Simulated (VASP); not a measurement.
# HC16 (a cell with a defect) in VASP: notebook, part 2 of 2

VASP 6.6.1. Earlier steps stand in the parts before.

### Step 3. Single point, PBE+D3(BJ)

INCAR reads:

```
SYSTEM = HC16
PREC = Accurate
ENCUT = 520
EDIFF = 1E-6
ISMEAR = 0
SIGMA = 0.02
LREAL = Auto
LASPH = .True.
NELM = 100
ALGO = Normal
ISIF = 2
LWAVE = .False.
LCHARG = .False.
GGA = PE
IVDW = 12
NBANDS = 46
NELECT = 64.0
```

KPOINTS reads:

```
regular mesh
0
Gamma
  3 3 3
  0 0 0
```

POSCAR reads:

```
HC16
1.0
    0.0000000000      3.5700000000      3.5700000000
    3.5700000000      0.0000000000      3.5700000000
    3.5700000000      3.5700000000      0.0000000000
C H
16 1
Direct
   -0.0073633053      0.0041941176      0.0040599440
    0.1204407563      0.1298959384      0.1265040616
   -0.0058408964      0.0170901961      0.5029784314
    0.1234193277      0.1283498599      0.6312232493
   -0.0103053221      0.5031403361      0.0027641457
    0.1188880952      0.6269219888      0.1205808123
   -0.0173386555      0.4909652661      0.4921641457
    0.1318494398      0.6338144258      0.6404704482
    0.4936697479      0.0043882353      0.0024733894
    0.6188327731      0.1283563025      0.1274072829
    0.4963924370      0.0039165266      0.5012532213
    0.6183686275      0.1295686275      0.6293014006
    0.4931333333      0.5013792717      0.0021456583
    0.6152775910      0.6308456583      0.1247747899
    0.4944717087      0.5030263305      0.4994551821
    0.6130362745      0.6270738095      0.6279578431
    0.9857477591      0.7345200280      0.4726124650
```

Potentials or basis: VASP PAW PBE potentials, release 64 (C, H).

Run with:

```bash
cat potpaw_PBE.64/C/POTCAR potpaw_PBE.64/H/POTCAR > POTCAR
mpirun -np 1 vasp_std > vasp.out
```

OUTCAR:

```text
SYSTEM = HC16
   PREC = Accurate
   ENCUT = 520
   EDIFF = 1E-6
   ISMEAR = 0
   LREAL = Auto
   LASPH = .True.
   NELM = 100
   ISIF = 2
   GGA = PE
   IVDW = 12
   NELECT = 64.0
 IVDW          = 12

 ion  position               nearest neighbor table
   1  0.993  0.004  0.004-   4 1.54  10 1.54   2 1.55   6 1.56
   2  0.120  0.130  0.127-   9 1.54   5 1.54   1 1.55   3 1.55
   3  0.994  0.017  0.503-   4 1.52  12 1.55   2 1.55   8 1.58
   4  0.123  0.128  0.631-   7 1.50   3 1.52   1 1.54  11 1.54
   5  0.990  0.503  0.003-   8 1.50   6 1.53   2 1.54  14 1.54
   6  0.119  0.627  0.121-   5 1.53   7 1.54  13 1.54   1 1.56
   7  0.983  0.491  0.492-  17 1.19   4 1.50  16 1.53   6 1.54   8 1.82
   8  0.132  0.634  0.640-  17 1.16   5 1.50  15 1.50   3 1.58   7 1.82
   9  0.494  0.004  0.002-  12 1.54   2 1.54  14 1.54  10 1.54
  10  0.619  0.128  0.127-  13 1.54   1 1.54  11 1.54   9 1.54
  11  0.496  0.004  0.501-   4 1.54  10 1.54  12 1.55  16 1.55
  12  0.618  0.130  0.629-   9 1.54  15 1.54  11 1.55   3 1.55
  13  0.493  0.501  0.002-  10 1.54  16 1.54  14 1.54   6 1.54
  14  0.615  0.631  0.125-   9 1.54  13 1.54   5 1.54  15 1.54
  15  0.494  0.503  0.499-   8 1.50  16 1.53  12 1.54  14 1.54
  16  0.613  0.627  0.628-   7 1.53  15 1.53  13 1.54  11 1.55
  17  0.986  0.735  0.473-   8 1.16   7 1.19

  LATTYP: Found a face centered cubic cell.
 ALAT       =     7.1400000000

  Lattice vectors:

 A1 = (   0.0000000000,   3.5700000000,   3.5700000000)
 A2 = (   3.5700000000,   0.0000000000,   3.5700000000)
 A3 = (   3.5700000000,   3.5700000000,   0.0000000000)

Analysis of symmetry for initial positions (statically):
=====================================================================
 Subroutine PRICEL returns:
 Original cell was already a primitive cell.

 Routine SETGRP: Setting up the symmetry group for a
 face centered cubic supercell.

 Subroutine GETGRP returns: Found  1 space group operations
 (whereof  1 operations were pure point group operations)
 out of a pool of 48 trial point group operations.

The static configuration has the point symmetry C_1 .

Analysis of symmetry for dynamics (positions and initial velocities):
[... 160 lines left out ...]
   LRPA    =     F    only Hartree local field effects (RPA)
 non-spin polarized calculation
 Gauss-broadening in eV      SIGMA  =   0.02
  energy-cutoff  :      520.00
  volume of cell :       91.00
 maximum number of plane-waves:      2453
 NGX is ok and might be reduce to    40
   NGX = 19   NGY = 19   NGZ = 19

 number of electron      64.0000001 magnetization

 Free energy of the ion-electron system (eV)
  ---------------------------------------------------
  ext. energy  EPLUGINS =         0.00000000
  ---------------------------------------------------
  free energy    TOTEN  =      -155.21325731 eV

  energy without entropy =     -155.21325731  energy(sigma->0) =     -155.21325731

 E-fermi :  10.0688     XC(G=0): -13.2402

 val. band max:        9.9032405505   @ k =   0.0000   0.0000   0.0000
 cond. band min:      12.2860093038   @ k =   0.0000   0.0000   0.0000
 fundamental gap:      2.3827687532
 Fermi energy:        10.0688395505

 k-point     1 :       0.0000    0.0000    0.0000
  band No.  band energies     occupation
      1     -11.9907      2.00000
      2      -6.9458      2.00000
      3      -6.0242      2.00000
      4      -5.9479      2.00000
      5      -5.8863      2.00000
      6      -4.7777      2.00000
[... 647 lines left out ...]
     43      19.2491      0.00000
     44      19.4059      0.00000
 [bands above 44 left out]

------------------------ aborting loop because EDIFF is reached ----------------------------------------

 Edisp (eV)   -3.23260

 E8    (eV) :    -0.9205

  FORCE on cell =-STRESS in cart. coord.  units (eV):
  Direction    XX          YY          ZZ          XY          YZ          ZX
  --------------------------------------------------------------------------------------
  -------------------------------------------------------------------------------------
  Total      -8.56282    -9.05544    -8.58384     2.48860     2.42425     3.01183
  in kB    -150.76236  -159.43572  -151.13237    43.81581    42.68276    53.02816
  external pressure =     -153.78 kB  Pullay stress =        0.00 kB

 VOLUME and BASIS-vectors are now :
 -----------------------------------------------------------------------------
  energy-cutoff  :      520.00
  volume of cell :       91.00
      direct lattice vectors                 reciprocal lattice vectors
     0.000000000  3.570000000  3.570000000    -0.140056022  0.140056022  0.140056022
     3.570000000  0.000000000  3.570000000     0.140056022 -0.140056022  0.140056022
     3.570000000  3.570000000  0.000000000     0.140056022  0.140056022 -0.140056022

 POSITION                                       TOTAL-FORCE (eV/Angst)
 -----------------------------------------------------------------------------------
      0.02947      3.55821      3.55869         0.003699     -0.008676     -0.007806
      0.91535      0.88159      0.89370        -0.005866      0.001773     -0.010667
      1.85665      5.34478      3.61016        -0.010861      0.017679     -0.023098
      2.71168      2.69407      0.89882        -0.001226      0.009534     -0.001675
      1.80608      3.54308      5.32942         0.014146      0.007033     -0.011631
      2.66858      0.85490      2.66254         0.008847      0.002327      0.004357
[... 9 lines left out ...]
      4.48046      4.43035      4.42719         0.009938     -0.000543     -0.000168
      4.30946      5.20635      6.14136        -0.009105     -0.047856      0.025758
 -----------------------------------------------------------------------------------
    total drift:                               -0.029630      0.019570      0.003342

  FREE ENERGIE OF THE ION-ELECTRON SYSTEM (eV)
  ---------------------------------------------------
  free  energy   TOTEN  =      -158.4458559732 eV

  energy  without entropy=     -158.4458559732  energy(sigma->0) =     -158.44585597
```

OSZICAR:

```text
N       E                     dE             d eps       ncg     rms          rms(c)
DAV:   1     0.168402333176E+03    0.16840E+03   -0.34205E+04  1288   0.137E+03
DAV:   2    -0.146549039793E+03   -0.31495E+03   -0.29654E+03  1630   0.262E+02
DAV:   3    -0.159548497445E+03   -0.12999E+02   -0.12882E+02  1664   0.502E+01
DAV:   4    -0.159730029077E+03   -0.18153E+00   -0.18070E+00  1680   0.618E+00
DAV:   5    -0.159734807575E+03   -0.47785E-02   -0.47739E-02  1628   0.908E-01    0.158E+01
DAV:   6    -0.156436243452E+03    0.32986E+01   -0.22629E+00  1552   0.694E+00    0.941E+00
DAV:   7    -0.155204177850E+03    0.12321E+01   -0.31325E+00  1532   0.791E+00    0.217E+00
DAV:   8    -0.155211018359E+03   -0.68405E-02   -0.12326E-01  1664   0.184E+00    0.594E-01
DAV:   9    -0.155213233745E+03   -0.22154E-02   -0.13199E-02  1636   0.550E-01    0.108E-01
DAV:  10    -0.155213163188E+03    0.70558E-04   -0.62518E-04  1624   0.147E-01    0.603E-02
DAV:  11    -0.155213239663E+03   -0.76475E-04   -0.28952E-04  1664   0.921E-02    0.209E-02
DAV:  12    -0.155213251593E+03   -0.11929E-04   -0.32541E-05  1656   0.275E-02    0.994E-03
DAV:  13    -0.155213257325E+03   -0.57328E-05   -0.72249E-06  1520   0.147E-02    0.425E-03
DAV:  14    -0.155213257311E+03    0.14209E-07   -0.10801E-06   944   0.532E-03
   1 F= -.15844586E+03 E0= -.15844586E+03  d E =-.702937E-33
```

stdout:

```text
POSCAR found type information on POSCAR C H
 POSCAR found :  2 types and      17 ions
 scaLAPACK will be used
 LDA part: xc-table for (Slater+PW92), standard interpolation
 POSCAR, INCAR and KPOINTS ok, starting setup
 FFT: planning ... GRIDC
 FFT: planning ... GRID_SOFT
 FFT: planning ... GRID
 WAVECAR not read
 entering main loop
 the old and the new charge density differ
 old charge density:    65.00000 new   64.00000
    0.158E+01
```

Wall time 2 min (1 thread of Intel Xeon Platinum 8488C (Sapphire Rapids), shared host); peak memory 0.25 GiB.

What came out:

| Quantity | Value |
| --- | --- |
| Free energy | -158.4459 eV |
| Largest force | 0.058 eV/Å |
| Dispersion energy per atom | -0.190 eV |

Forces in eV/Å, atoms in the order of the input:
```
C    0.004 -0.009 -0.008
C   -0.006  0.002 -0.011
C   -0.011  0.018 -0.023
C   -0.001  0.010 -0.002
C    0.014  0.007 -0.012
C    0.009  0.002  0.004
C    0.033  0.031  0.036
C    0.006  0.005 -0.003
C   -0.005 -0.004 -0.004
C   -0.009 -0.018 -0.011
C   -0.006 -0.005  0.006
C   -0.017 -0.008 -0.009
C    0.010  0.002  0.008
C   -0.009  0.004 -0.008
C   -0.012  0.013  0.010
C    0.010 -0.001  0.000
H   -0.009 -0.048  0.026
```

Caveat: the k points lie up to 0.51 Å⁻¹ apart; the cell carries a net charge on a neutralising background, which shifts energy and pressure; the cell is charged against a uniform background, so pressure and absolute levels hang on convention.
